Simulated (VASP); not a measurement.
NaVF3, 5 atoms in the cell. The structure is cubic, space group Pm-3m (No. 221). The conventional cell has a = 4.226 Å, b = 4.226 Å, c = 4.226 Å, α = 90.00°, β = 90.00°, γ = 90.00°. Within 2.8 Å of V (site symmetry m-3m) lie 6 F at 2.11 Å. Within 2.8 Å of F (site symmetry 4/mmm) lie 2 V at 2.11 Å. Na (site symmetry m-3m) has 12 F at 2.99 Å and 8 V at 3.66 Å within 3.9 Å. 

```yaml
Program: VASP 6.6.1
Task: single point
Functional: PBEsol
Potentials_or_basis: VASP PAW PBE potentials, release 64 (V_sv, F, Na_pv)
Cutoff: 520 eV
k_mesh: 4 × 4 × 4
Occupations: fermi-dirac, width 0.1 eV
Spin: collinear spin, ferromagnetic start
Starting_moments: "[3.0, 0.0, 0.0, 0.0, 0.0] μB"
Hubbard_terms: V d U = 4.18 eV
Dipole_correction: no
Further_INCAR_settings: ALGO = Normal; EDIFF = 1e-06; NBANDS = 32
```

Potentials or basis: VASP PAW PBE potentials, release 64 (V_sv, F, Na_pv).

The run is started by

```console
$ cat potpaw_PBE.64/V_sv/POTCAR potpaw_PBE.64/F/POTCAR potpaw_PBE.64/Na_pv/POTCAR > POTCAR
$ mpirun -np 1 vasp_std > vasp.out
```

Hardware: 1 thread of Intel(R) Xeon(R) Platinum 8488C (Sapphire Rapids), with other jobs on the host.

**Question.** Estimate the wall time of this run.

**Answer.** Wall time 25 s on 1 thread of Intel(R) Xeon(R) Platinum 8488C (Sapphire Rapids), with other jobs on the host, peak memory 0.22 GiB. Counts: scf iterations 16, k points 10.
